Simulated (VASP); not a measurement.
# Zn3F (P4/mmm) in VASP: further runs

Zn3F is run at these levels: PBE; tasks: single point.

All numbers are computed with VASP 6.6.1; they aren't measurements. Logs are shortened: lines on timing, memory, paths and dates and some standing lists are left out, and cuts for length are marked.

## 1. The cell of the first run

The structure is tetragonal, space group P4/mmm (No. 123). The conventional cell has a = 4.079 Å, b = 4.079 Å, c = 3.663 Å, α = 90.00°, β = 90.00°, γ = 90.00°. Within 2.7 Å of Zn (site symmetry 4/mmm) lie 4 Zn at 2.04 Å. Zn (site symmetry mmm) has 6 Zn at 2.04 to 2.88 Å and 4 F at 2.74 Å within 2.9 Å. Within 3.7 Å of F (site symmetry 4/mmm) lie 16 Zn at 2.74 to 3.42 Å and 2 F at 3.66 Å.

The cell was generated, and may not be a known phase.

## 2. Single point, PBE, collinear spin

The input, INCAR:

```
PREC = Accurate
ENCUT = 520
EDIFF = 1E-6
ISMEAR = 0
SIGMA = 0.1
LREAL = F
LASPH = T
NELM = 150
ALGO = Fast
ISIF = 2
LWAVE = F
LCHARG = F
ISPIN = 2
MAGMOM = 0 0 0 1
LORBIT = 11
GGA = PE
NBANDS = 34
```

The input, KPOINTS:

```
regular mesh
0
Gamma
  4 4 6
```

The input, POSCAR:

```
Zn3F
1.0
    4.0790085100      0.0000000000      0.0000000000
    0.0000000000      4.0790085100      0.0000000000
    0.0000000000      0.0000000000      3.6630135400
Zn F
3 1
Direct
    0.0000000000      0.0000000000      0.5000000000
    0.0000000000      0.5000000000      0.5000000000
    0.5000000000      0.0000000000      0.5000000000
    0.5000000000      0.5000000000      0.0000000000
```

Potentials or basis: VASP PAW PBE potentials, release 64 (Zn, F).

The run is started by

```sh
> cat potpaw_PBE.64/Zn/POTCAR potpaw_PBE.64/F/POTCAR > POTCAR
> mpirun -np 1 vasp_std > vasp.out
```

OUTCAR:

```text
PREC = Accurate
   ENCUT = 520
   EDIFF = 1E-6
   ISMEAR = 0
   LREAL = F
   LASPH = T
   NELM = 150
   ISIF = 2
   ISPIN = 2
   LORBIT = 11
   GGA = PE

 ion  position               nearest neighbor table
   1  0.000  0.000  0.500-   2 2.04   3 2.04   2 2.04   3 2.04
   2  0.000  0.500  0.500-   1 2.04   1 2.04   3 2.88   3 2.88   3 2.88   3 2.88
   3  0.500  0.000  0.500-   1 2.04   1 2.04   2 2.88   2 2.88   2 2.88   2 2.88
   4  0.500  0.500  0.000-

  LATTYP: Found a simple tetragonal cell.
 ALAT       =     4.0790085100
 C/A-ratio  =     0.8980156651

  Lattice vectors:

 A1 = (   4.0790085100,   0.0000000000,   0.0000000000)
 A2 = (   0.0000000000,   4.0790085100,   0.0000000000)
 A3 = (   0.0000000000,   0.0000000000,   3.6630135400)

Analysis of symmetry for initial positions (statically):
=====================================================================
 Subroutine PRICEL returns:
 Original cell was already a primitive cell.

 Routine SETGRP: Setting up the symmetry group for a
 simple tetragonal supercell.

 Subroutine GETGRP returns: Found 16 space group operations
 (whereof 16 operations were pure point group operations)
 out of a pool of 16 trial point group operations.

The static configuration has the point symmetry D_4h.

Analysis of symmetry for dynamics (positions and initial velocities):
=====================================================================
 Subroutine PRICEL returns:
 Original cell was already a primitive cell.

 Routine SETGRP: Setting up the symmetry group for a
 simple tetragonal supercell.

 Subroutine GETGRP returns: Found 16 space group operations
 (whereof 16 operations were pure point group operations)
 out of a pool of 16 trial point group operations.

The dynamic configuration has the point symmetry D_4h.

Analysis of structural, dynamic, and magnetic symmetry:
=====================================================================
 Subroutine PRICEL returns:
 Original cell was already a primitive cell.

 Routine SETGRP: Setting up the symmetry group for a
 simple tetragonal supercell.

 Subroutine GETGRP returns: Found 16 space group operations
 (whereof 16 operations were pure point group operations)
 out of a pool of 16 trial point group operations.

The overall configuration has the point symmetry D_4h.

 Subroutine INISYM returns: Found 16 space group operations
 (whereof 16 operations are pure point group operations),
 and found     1 'primitive' translations

----------------------------------------------------------------------------------------

                                     Primitive cell

  volume of cell :      60.9464

  direct lattice vectors                    reciprocal lattice vectors
     4.079008510  0.000000000  0.000000000     0.245157616  0.000000000  0.000000000
     0.000000000  4.079008510  0.000000000     0.000000000  0.245157616  0.000000000
     0.000000000  0.000000000  3.663013540     0.000000000  0.000000000  0.272999264

  length of vectors
     4.079008510  4.079008510  3.663013540     0.245157616  0.245157616  0.272999264

  position of ions in fractional coordinates (direct lattice)
     0.000000000  0.000000000  0.500000000
     0.000000000  0.500000000  0.500000000
     0.500000000  0.000000000  0.500000000
     0.500000000  0.500000000  0.000000000

  ion indices of the primitive-cell ions
   primitive index   ion index
                 1           1
                 2           2
                 3           3
                 4           4

----------------------------------------------------------------------------------------

 KPOINTS: regular mesh

Automatic generation of k-mesh.
 Grid dimensions read from file:
 generate k-points for:    4    4    6

 Generating k-lattice:

  Cartesian coordinates                     Fractional coordinates (reciprocal lattice)
     0.061289404  0.000000000  0.000000000     0.250000000  0.000000000  0.000000000
     0.000000000  0.061289404  0.000000000     0.000000000  0.250000000  0.000000000
     0.000000000  0.000000000  0.045499877     0.000000000  0.000000000  0.166666667

  Length of vectors
     0.061289404  0.061289404  0.045499877

  Shift w.r.t. Gamma in fractional coordinates (k-lattice)
     0.000000000  0.000000000  0.000000000

 Subroutine IBZKPT returns following result:
 ===========================================

 Found     24 irreducible k-points:

 Following reciprocal coordinates:
            Coordinates               Weight
  0.000000  0.000000  0.000000      1.000000
  0.250000  0.000000  0.000000      4.000000
  0.500000  0.000000  0.000000      2.000000
  0.250000  0.250000  0.000000      4.000000
  0.500000  0.250000  0.000000      4.000000
  0.500000  0.500000  0.000000      1.000000
[... 16 lines left out ...]
  0.500000  0.250000  0.500000      4.000000
  0.500000  0.500000  0.500000      1.000000
   k-points           NKPTS =     24   k-points in BZ     NKDIM =     24   number of bands    NBANDS=     34
   number of dos      NEDOS =    301   number of ions     NIONS =      4
   total plane-waves  NPLWV =  25200
   dimension x,y,z NGX =    30 NGY =   30 NGZ =   28
   dimension x,y,z NGXF=    60 NGYF=   60 NGZF=   56
   ions per type =               3   1
   NGX,Y,Z   is equivalent  to a cutoff of  12.23, 12.23, 12.71 a.u.
   NGXF,Y,Z  is equivalent  to a cutoff of  24.45, 24.45, 25.42 a.u.
 SYSTEM =  unknown system
   PREC   = accura    normal or accurate (medium, high low for compatibility)
   ISTART =      0    job   : 0-new  1-cont  2-samecut
   ICHARG =      2    charge: 1-file 2-atom 10-const
   ISPIN  =      2    spin polarized calculation?
   LNONCOLLINEAR =      F non collinear calculations
   LSORBIT =      F    spin-orbit coupling
   LASPH  =      T    aspherical Exc in radial PAW
   ENCUT  =  520.0 eV  38.22 Ry    6.18 a.u.   7.58  7.58  6.81*2*pi/ulx,y,z
   NELM   =    150;   NELMIN=  2; NELMDL= -5     # of ELM steps
   EDIFF  = 0.1E-05   stopping-criterion for ELM
   LREAL  =      F    real-space projection
   EDIFFG = 0.1E-04   stopping-criterion for IOM
   NSW    =      0    number of steps for IOM
   IBRION =     -1    ionic relax: 0-MD 1-quasi-New 2-CG
   NFREE  =      0    steps in history (QN), initial steepest desc. (CG)
   ISIF   =      2    stress and relaxation
   ISYM   =      2    0-nonsym 1-usesym 2-fastsym
   POTIM  = 0.5000    time-step for ionic-motion
   TEBEG  =    0.0;   TEEND  =   0.0 temperature during run
   PSTRESS=    0.0 pullay stress
   NELECT =      43.0000    total number of electrons
   NUPDOWN=      -1.0000    fix difference up-down
   EMIN   =  10.00;   EMAX   =-10.00  energy-range for DOS
   EFERMI =   0.00;   METHOD = LEGACY
   ISMEAR =     0;   SIGMA  =   0.10  broadening in eV -4-tet -1-fermi 0-gaus
   EFERMI_NEDOS =   21; number of points for ismear=-14 and -15
   IALGO  =     68    algorithm
   IMIX   =      4    mixing-type and parameters
     AMIX     =   0.40;   BMIX     =  1.00
     AMIX_MAG =   1.60;   BMIX_MAG =  1.00
  volume/ion in A,a.u.               =      15.24       102.82
  Fermi-wavevector in a.u.,A,eV,Ry     =   1.457410  2.754105 28.899370  2.124044
  Thomas-Fermi vector in A             =   2.574215
   LORBIT       =     11    0 simple, 1 ext, 2 COOP (PROOUT), +10 PAW based schemes
   GGA     = PE    functional components
   LHFCALC =     F    Hartree Fock is set to
   AEXX    =    0.0000 exact exchange contribution
   IVDW    =     0    specifies the selected vdW correction
   LEPSILON=     F    determine dielectric tensor
   LRPA    =     F    only Hartree local field effects (RPA)
 spin polarized calculation
 RMM-DIIS sequential band-by-band and
 Gauss-broadening in eV      SIGMA  =   0.10
  energy-cutoff  :      520.00
  volume of cell :       60.95
 maximum number of plane-waves:      1662
   NGX = 15   NGY = 15   NGZ = 13

 number of electron      43.0000000 magnetization       0.0030841

 number of electron      43.0000000 magnetization      -0.0006033

 Free energy of the ion-electron system (eV)
  ---------------------------------------------------
  ext. energy  EPLUGINS =         0.00000000
  ---------------------------------------------------
  free energy    TOTEN  =        -3.56164395 eV

  energy without entropy =       -3.55616477  energy(sigma->0) =       -3.55890436

 E-fermi :   1.1093     XC(G=0): -10.4266

 val. band max:        1.1082991076   @ k =   0.5000   0.2500   0.5000
 cond. band min:       1.4040608223   @ k =   0.2500   0.2500   0.5000
 fundamental gap:      0.2957617147
 Fermi energy:         1.1093353699

 spin component 1

 k-point     1 :       0.0000    0.0000    0.0000
  band No.  band energies     occupation
      1     -20.4819      1.00000
      2      -8.7019      1.00000
      3      -8.5833      1.00000
      4      -7.9750      1.00000
      5      -7.3103      1.00000
      6      -7.3103      1.00000
[... 853 lines left out ...]
     32      19.6099      0.00000
     33      20.8065      0.00000
 Fermi energy:         1.1093353699

 spin component 2

 k-point     1 :       0.0000    0.0000    0.0000
  band No.  band energies     occupation
      1     -20.4826      1.00000
      2      -8.7020      1.00000
      3      -8.5832      1.00000
      4      -7.9750      1.00000
      5      -7.3102      1.00000
      6      -7.3102      1.00000
[... 853 lines left out ...]
     32      19.6062      0.00000
     33      20.8044      0.00000
 [bands above 33 left out]

------------------------ aborting loop because EDIFF is reached ----------------------------------------

  FORCE on cell =-STRESS in cart. coord.  units (eV):
  Direction    XX          YY          ZZ          XY          YZ          ZX
  --------------------------------------------------------------------------------------
  -------------------------------------------------------------------------------------
  Total       19.6193741     19.6193741     -0.1956556      0.0000000      0.0000000     -0.0000000
  in kB      515.7603892    515.7603892     -5.1434579      0.0000000      0.0000000     -0.0000000
  external PRESSURE =     342.1257735 kB  Pullay stress =       0.0000000 kB

 VOLUME and BASIS-vectors are now :
 -----------------------------------------------------------------------------
  energy-cutoff  :      520.00
  volume of cell :       60.95
      direct lattice vectors                 reciprocal lattice vectors
     4.079008510  0.000000000  0.000000000     0.245157616  0.000000000  0.000000000
     0.000000000  4.079008510  0.000000000     0.000000000  0.245157616  0.000000000
     0.000000000  0.000000000  3.663013540     0.000000000  0.000000000  0.272999264

 POSITION                                       TOTAL-FORCE (eV/Angst)
 -----------------------------------------------------------------------------------
      0.00000      0.00000      1.83151         0.000000      0.000000      0.000000
      0.00000      2.03950      1.83151         0.000000      0.000000      0.000000
      2.03950      0.00000      1.83151         0.000000      0.000000      0.000000
      2.03950      2.03950      0.00000         0.000000      0.000000      0.000000
 -----------------------------------------------------------------------------------
    total drift:                                0.000000      0.000000     -0.000000

  FREE ENERGIE OF THE ION-ELECTRON SYSTEM (eV)
  ---------------------------------------------------
  free  energy   TOTEN  =        -3.5616439511 eV

  energy  without entropy=       -3.5561647682  energy(sigma->0) =       -3.55890436

 total charge

# of ion       s       p       d       tot
------------------------------------------
    1        0.888   0.736   9.763  11.387
    2        0.803   0.398   9.780  10.982
    3        0.803   0.398   9.780  10.982
    4        1.750   4.257   0.000   6.007
--------------------------------------------------
tot          4.244   5.789  29.324  39.357

 magnetization (x)

# of ion       s       p       d       tot
------------------------------------------
    1       -0.000  -0.000   0.000  -0.000
    2       -0.000  -0.000  -0.000  -0.000
    3       -0.000  -0.000  -0.000  -0.000
    4       -0.000  -0.000   0.000  -0.000
--------------------------------------------------
tot         -0.000  -0.000  -0.000  -0.000
```

Run time: 38 s. Hardware: 1 thread of Oxide Virtual Turin-like, shared host; peak memory 0.19 GiB.

What came out:

```
Free energy                                           : -3.5616 eV
Pressure                                              : 34.2 GPa
Net moment                                            : 0.00 μB per cell
Valence electrons inside the program's atomic spheres : Zn 11.39, 10.98 (each value once); F 6.01
```

Stress tensor (GPa, compression positive):
```
51.58  0.00  0.00
 0.00 51.58  0.00
 0.00  0.00 -0.51
```

Caveat: the k points lie up to 0.39 Å⁻¹ apart.

## 3. Single point, PBE, collinear spin

This run uses another cell than the first one, of 15.88 Å³/atom.

The input, INCAR:

```
ALGO     = Normal         # electronic algorithm
EDIFF    = 1E-6           # SCF threshold, eV
ENCUT    = 520            # plane-wave cutoff, eV
GGA      = PE             # functional
ISIF     = 2              # what is computed and relaxed
ISMEAR   = 0              # smearing method
ISPIN    = 2              # spin polarisation
LASPH    = T              # aspherical terms in the spheres
LCHARG   = F              # write CHGCAR
LORBIT   = 11             # projections on sites
LREAL    = F              # projectors in reciprocal space
LWAVE    = F              # write WAVECAR
MAGMOM   = 0 0 0 1        # initial moments
NBANDS   = 34             # bands
NELM     = 150            # most SCF steps
PREC     = Accurate       # precision mode
SIGMA    = 0.1            # smearing width, eV
```

The input, KPOINTS:

```
k-points
0
Gamma
  4 4 6
```

The input, POSCAR:

```
Zn3F
1.0
    4.8675274335      0.0000000000      0.0000000000
    0.0000000000      4.8675274335      0.0000000000
    0.0000000000      0.0000000000      2.6815174951
Zn F
3 1
Direct
    0.0000000000      0.0000000000      0.5000000000
    0.0000000000      0.5000000000      0.5000000000
    0.5000000000      0.0000000000      0.5000000000
    0.5000000000      0.5000000000      0.0000000000
```

Potentials or basis: VASP PAW PBE potentials, release 64 (Zn, F).

The run is started by

```sh
> cat potpaw_PBE.64/Zn/POTCAR potpaw_PBE.64/F/POTCAR > POTCAR
> mpirun -np 1 vasp_std > vasp.out
```

Wall time 58 s (1 thread of Oxide Virtual Turin-like, shared host); peak memory 0.19 GiB.

The run converged. Its results:

* Free energy: -6.5910 eV
* Pressure: 0.0 GPa
* Net moment: 0.00 μB per cell
* Valence electrons inside the program's atomic spheres: Zn 10.84, 10.64 (each value once); F 6.01

Stress tensor (GPa, compression positive):
```
-0.02  0.00  0.00
 0.00 -0.02  0.00
 0.00  0.00  0.11
```

Levels at points of the mesh, in eV from the Fermi level:
Spin up:
| k point | band 17 | band 18 | band 19 | band 20 | band 21 | band 22 | band 23 | band 24 | band 25 | band 26 |
| --- | --- | --- | --- | --- | --- | --- | --- | --- | --- | --- |
| (0.00, 0.00, 0.00) | -6.21 | -3.76 | -3.76 | -1.63 | -1.39 | -0.31 | -0.31 | 2.09 | 7.23 | 7.23 |
| (0.50, 0.00, 0.00) | -6.41 | -4.71 | -3.39 | -2.61 | -1.37 | -0.57 | 0.87 | 4.60 | 5.30 | 8.55 |
| (0.50, 0.50, 0.00) | -6.08 | -5.40 | -5.40 | -1.37 | -1.37 | -1.35 | 1.74 | 6.83 | 8.02 | 8.42 |
| (0.00, 0.00, 0.50) | -3.97 | -2.43 | -2.43 | -1.83 | -1.31 | 2.49 | 2.49 | 2.49 | 3.74 | 5.49 |
| (0.50, 0.00, 0.50) | -3.81 | -3.14 | -2.43 | -1.80 | -0.19 | 0.62 | 1.29 | 3.18 | 4.69 | 5.35 |
| (0.50, 0.50, 0.50) | -3.71 | -2.95 | -2.95 | -1.15 | 0.17 | 0.17 | 0.63 | 2.19 | 2.19 | 6.29 |
Spin down:
| k point | band 19 | band 20 | band 21 | band 22 | band 23 | band 24 |
| --- | --- | --- | --- | --- | --- | --- |
| (0.00, 0.00, 0.00) | -3.76 | -1.63 | -1.39 | -0.31 | -0.31 | 2.09 |
| (0.50, 0.00, 0.00) | -3.39 | -2.61 | -1.37 | -0.57 | 0.87 | 4.60 |
| (0.50, 0.50, 0.00) | -5.40 | -1.37 | -1.37 | -1.35 | 1.74 | 6.83 |
| (0.00, 0.00, 0.50) | -2.43 | -1.83 | -1.31 | 2.49 | 2.49 | 2.49 |
| (0.50, 0.00, 0.50) | -2.43 | -1.80 | -0.19 | 0.62 | 1.29 | 3.18 |
| (0.50, 0.50, 0.50) | -2.95 | -1.15 | 0.17 | 0.17 | 0.63 | 2.19 |

Caveat: the k points lie up to 0.39 Å⁻¹ apart.

## 4. Single point, PBE

This run uses another cell than the first one, of 15.77 Å³/atom.

The input, INCAR:

```
PREC = Accurate ; ENCUT = 520
EDIFF = 1E-6 ; ISMEAR = 0
SIGMA = 0.1 ; LREAL = False
LASPH = True ; NELM = 80
ALGO = Fast ; ISIF = 2
LWAVE = False ; LCHARG = False
GGA = PE ; NBANDS = 30
```

The input, KPOINTS:

```
regular mesh
0
Gamma
  10 10 18
```

The input, POSCAR:

```
Zn3F
1.0
    4.8895801977      0.0000000000      0.0000000000
    0.0000000000      4.8895801977      0.0000000000
    0.0000000000      0.0000000000      2.6378871245
Zn F
3 1
Direct
    0.0000000000      0.0000000000      0.5000000000
    0.0000000000      0.5000000000      0.5000000000
    0.5000000000      0.0000000000      0.5000000000
    0.5000000000      0.5000000000      0.0000000000
```

The run is started by

```sh
> cat potpaw_PBE.64/Zn/POTCAR potpaw_PBE.64/F/POTCAR > POTCAR
> mpirun -np 1 vasp_std > vasp.out
```

Wall time 3.9 min (1 thread of Oxide Virtual Turin-like, shared host); peak memory 0.36 GiB.

It converged, with:

```yaml
Free_energy: -6.5994 eV
Pressure: 0.1 GPa
Band_gap_on_the_k_mesh: zero (an odd number of electrons rules out a gap without spin polarisation)
```

Levels at points of the mesh, in eV from the Fermi level:
```tsv
k point	band 19	band 20	band 21	band 22	band 23	band 24	band 25	band 26
(0.00, 0.00, 0.00)	-3.81	-1.75	-1.29	-0.41	-0.41	1.92	7.11	7.11
(0.50, 0.00, 0.00)	-3.43	-2.67	-1.27	-0.68	0.74	4.50	5.23	8.35
(0.50, 0.50, 0.00)	-5.45	-1.42	-1.42	-1.26	1.70	6.64	7.84	8.21
(0.00, 0.00, 0.50)	-2.42	-1.85	-1.19	2.43	2.63	2.63	3.90	5.35
(0.50, 0.00, 0.50)	-2.43	-1.59	-0.24	0.78	1.26	3.30	4.58	5.48
(0.50, 0.50, 0.50)	-2.93	-0.96	0.36	0.36	0.58	2.14	2.14	6.44
```

Caveat: an odd number of electrons without spin polarisation forces a metal; a magnetic or distorted state may lie lower.

## 5. The runs side by side

```csv
spin,cell,k mesh,gap on the mesh (eV),pressure (GPa),moment (μB)
collinear,"a = 4.079, b = 4.079, c = 3.663 Å, 4 atoms",4 × 4 × 6,none,34.2,0.00
collinear,"a = 4.868, b = 4.868, c = 2.682 Å, 4 atoms",4 × 4 × 6,none,0.0,0.00
off,"a = 4.890, b = 4.890, c = 2.638 Å, 4 atoms",10 × 10 × 18,none,0.1,-
```

Alike in all rows: task single point; level PBE; potentials or basis VASP PAW PBE potentials, release 64 (Zn, F); cutoff (eV) 520; smearing gaussian 0.1 eV.

Caveats: some runs use coarse meshes; an odd number of electrons without spin polarisation forces a metal (at least some runs); a magnetic or distorted state may lie lower (at least some runs).

Absolute energies hang on the potentials; compare differences alone.

The gap in the log of VASP goes by the Fermi energy; the results here count the filled bands.